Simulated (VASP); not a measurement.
# TiSi5O12 in VASP: a series of runs, part 2 of 2

VASP 6.6.1. Earlier steps stand in the parts before.

### 5 Relaxation of cell and atoms, PBE

This run uses another cell than the first one, of 6.68 Å³/atom.

The input, INCAR:

```
SYSTEM = TiSi5O12
PREC     = Accurate       ! precision mode
ENCUT    = 600            ! plane-wave cutoff, eV
EDIFF    = 1E-6           ! SCF threshold, eV
ISMEAR   = 0              ! smearing method
SIGMA    = 0.1            ! smearing width, eV
LREAL    = Auto         
LASPH    = .TRUE.         ! aspherical terms in the spheres
NELM     = 100            ! most SCF steps
ALGO     = Normal         ! electronic algorithm
ISIF     = 3              ! what is computed and relaxed
LWAVE    = .FALSE.        ! write WAVECAR
LCHARG   = .FALSE.        ! write CHGCAR
GGA      = PE             ! functional
IBRION   = 2              ! ionic algorithm
NSW      = 70             ! ionic steps
EDIFFG   = -0.04          ! ionic threshold
ISYM     = 0
```

The input, KPOINTS:

```
Automatic mesh
0
Gamma
  3 3 2
  0 0 0.5
```

The input, POSCAR:

```
TiSi5O12
1.0
    0.0000000000     -3.9497642800      2.5673467800
   -3.9497642800      0.0000000000      2.5673467800
   -3.9497642800     -3.9497642800     -2.5673467800
O Si Ti
12 5 1
Direct
    0.2293812479      0.2374718275      0.4635407925
    0.5617141466      0.5650599345      0.1341729147
    0.8997301596      0.8901343990      0.7963540147
    0.1023374504      0.1066383920      0.1969483251
    0.4354967389      0.4390867012      0.8762834734
    0.7698168566      0.7659608301      0.5345631581
    0.6289894372      0.0262432625      0.1676380734
    0.9764365616      0.3575206896      0.8284195569
    0.2965515055      0.6965824343      0.5007833851
    0.0365783257      0.6413597874      0.1681245853
    0.3620224410      0.9709092305      0.8379269355
    0.6994306662      0.3055267293      0.4983260529
    0.3351684389      0.3298975644      0.6700081422
    0.6578334614      0.6653911957      0.3404368049
    0.0041005170      0.9962410654      0.0041732979
    0.3277204350      0.3326919863      0.1659236742
    0.0004431793      0.9977998424      0.4962315164
    0.6661122101      0.6659119699      0.8348280143
```

Potentials or basis: VASP PAW PBE potentials, release 64 (O, Si, Ti_sv).

On the command line:

```bash
$ cat potpaw_PBE.64/O/POTCAR potpaw_PBE.64/Si/POTCAR potpaw_PBE.64/Ti_sv/POTCAR > POTCAR
$ mpirun -np 1 vasp_std > vasp.out
```

OUTCAR:

```text
SYSTEM = TiSi5O12
   PREC = Accurate
   ENCUT = 600
   EDIFF = 1E-6
   ISMEAR = 0
   LREAL = Auto
   LASPH = .TRUE.
   NELM = 100
   ISIF = 3
   GGA = PE
   IBRION = 2
   NSW = 70
   EDIFFG = -0.04
   ISYM = 0

 ion  position               nearest neighbor table
   1  0.229  0.237  0.464-  16 1.69  13 1.71  17 1.71
   2  0.562  0.565  0.134-  18 1.70  14 1.70  16 1.70
   3  0.900  0.890  0.796-  18 1.66  17 1.70  15 1.75
   4  0.102  0.107  0.197-  16 1.65  15 1.66  17 1.70
   5  0.435  0.439  0.876-  16 1.65  18 1.65  13 1.74
   6  0.770  0.766  0.535-  17 1.68  14 1.68  18 1.70
   7  0.629  0.026  0.168-  14 1.69  16 1.70  15 1.73
   8  0.976  0.358  0.828-  13 1.66  15 1.70  18 1.73
   9  0.297  0.697  0.501-  17 1.67  14 1.67  13 1.71
  10  0.037  0.641  0.168-  15 1.65  16 1.68  14 1.76
  11  0.362  0.971  0.838-  15 1.67  13 1.68  18 1.70
  12  0.699  0.306  0.498-  14 1.66  17 1.70  13 1.70
[... 922 lines left out ...]

--------------------------------------- Ionic step       18  -------------------------------------------

 number of electron     104.0000007 magnetization

------------------------ aborting loop because EDIFF is reached ----------------------------------------
[... 99 lines left out ...]
--------------------------------------- Ionic step       20  -------------------------------------------

 number of electron     104.0000008 magnetization

 Free energy of the ion-electron system (eV)
  ---------------------------------------------------
  ext. energy  EPLUGINS =         0.00000000
  ---------------------------------------------------
  free energy    TOTEN  =      -141.71987056 eV

  energy without entropy =     -141.71987056  energy(sigma->0) =     -141.71987056

 E-fermi :   7.5835     XC(G=0): -11.9192

 val. band max:        6.9486930451   @ k =   0.0000   0.0000   0.2500
 cond. band min:       9.0632188121   @ k =  -0.3333  -0.3333   0.2500
 fundamental gap:      2.1145257670
 Fermi energy:         7.5834781205

 k-point     1 :       0.0000    0.0000    0.2500
  band No.  band energies     occupation
      1     -50.1992      2.00000
      2     -26.6331      2.00000
      3     -26.5009      2.00000
      4     -26.3685      2.00000
      5     -14.3099      2.00000
      6     -13.1925      2.00000
[... 619 lines left out ...]
  FREE ENERGIE OF THE ION-ELECTRON SYSTEM (eV)
  ---------------------------------------------------
  free  energy   TOTEN  =      -141.7198705597 eV

  energy  without entropy=     -141.7198705597  energy(sigma->0) =     -141.71987056

 reached required accuracy - stopping structural energy minimisation
```

Run time: 27 min. Hardware: 1 thread of Intel Xeon Platinum 8488C (Sapphire Rapids), shared host; peak memory 0.29 GiB.

What came out:

| Item | Value |
| --- | --- |
| Free energy | -141.7199 eV |
| Relaxed volume | 8.50 Å³/atom |
| Relaxed cell | a = 5.107 Å, b = 5.114 Å, c = 6.642 Å, α = 71.46°, β = 71.56°, γ = 73.77° |
| Space group after relaxing (to 0.1 Å) | C2/m (No. 12) |
| Pressure after relaxing | -0.1 GPa |
| Largest force after relaxing | 0.026 eV/Å |
| Band gap on the k mesh | 2.11 eV |

Forces on the atoms (eV/Å):
```
O    0.000  0.011 -0.001
O   -0.010  0.002  0.003
O   -0.012  0.007  0.003
O    0.000 -0.011  0.003
O    0.012 -0.009  0.000
O    0.010 -0.004  0.007
O   -0.011 -0.006 -0.004
O    0.005 -0.022 -0.001
O   -0.014 -0.015  0.004
O   -0.001  0.007  0.002
O    0.004  0.026 -0.002
O    0.009  0.014  0.000
Si   0.001 -0.004 -0.014
Si   0.008  0.005 -0.006
Si  -0.004  0.000  0.007
Si   0.002 -0.004  0.020
Si  -0.003 -0.004 -0.019
Ti   0.005  0.006 -0.001
```

Final structure:
```
O Si Ti
1.0
     0.02919   -4.30469    2.74807
    -4.31312    0.02914    2.74782
    -4.28155   -4.27282   -2.74405
O Si Ti
12 5 1
Cartesian
  -2.9587 -2.9611 0.0074
  -2.9934 -2.9969 2.6096
  -7.2750 -7.2721 2.8661
  -1.3245 -1.3134 -0.0156
  -5.5753 -5.5521 -0.1199
  -5.5754 -5.5544 2.8758
  -0.7590 -3.4407 1.3725
  -5.0507 -7.7734 1.3720
  -5.1401 -3.4780 1.3682
  -3.4558 -0.7668 1.3715
  -7.8007 -5.0517 1.3726
  -3.4953 -5.1398 1.3680
  -4.2836 -4.2742 -0.0046
  -4.2861 -4.2773 2.7440
  -4.2849 -4.2770 5.4932
  -2.1352 -2.1300 1.3395
  -2.1485 -2.1438 -1.3474
  -6.4283 -6.4154 1.3712
```

Levels at points of the mesh, in eV from the valence-band top:
```
           k point  band 49  band 50  band 51  band 52  band 53  band 54  band 55  band 56
(0.00, 0.00, 0.25)    -0.78    -0.75    -0.70     0.00     2.12     2.70     2.96     5.29
```

Caveat: the k points lie up to 0.52 Å⁻¹ apart in the final cell; the volume moved by over 15 % at a fixed basis, so the end points are rough; a shifted mesh leaves out Γ, where band edges can lie.

### 6 The runs side by side

| task | cell | cutoff (eV) | gap on the mesh (eV) | pressure (GPa) | largest force (eV/Å) |
| --- | --- | --- | --- | --- | --- |
| single point | a = 5.109, b = 5.109, c = 6.641 Å, angles 71.5, 71.5, 73.8°, 18 atoms, atomic positions A | 520 | 2.12 | 0.3 | 0.05 |
| single point | a = 5.109, b = 5.109, c = 6.644 Å, angles 71.5, 71.5, 73.8°, 18 atoms, atomic positions A | 520 | 2.13 | 0.3 | 0.05 |
| single point | a = 5.103, b = 5.103, c = 6.713 Å, angles 71.0, 71.0, 72.8°, 18 atoms, atomic positions B | 520 | 2.04 | 0.2 | 0.04 |
| relaxation of cell and atoms | relaxed from a = 4.711, b = 4.711, c = 6.148 Å, angles 71.9, 71.9, 72.7°, 18 atoms, atomic positions C | 600 | 2.11 | -0.1 | 0.03 |

Alike in all rows: level PBE; potentials or basis VASP PAW PBE potentials, release 64 (O, Si, Ti_sv); no spin polarisation; k mesh 3 × 3 × 2, shifted; smearing gaussian 0.1 eV.

Caveats: all runs use coarse meshes; a shifted mesh leaves out Γ, where band edges can lie; the volume moved by over 15 % at a fixed basis, so the end points are rough (at least some runs).

Absolute energies hang on the potentials; compare differences alone.
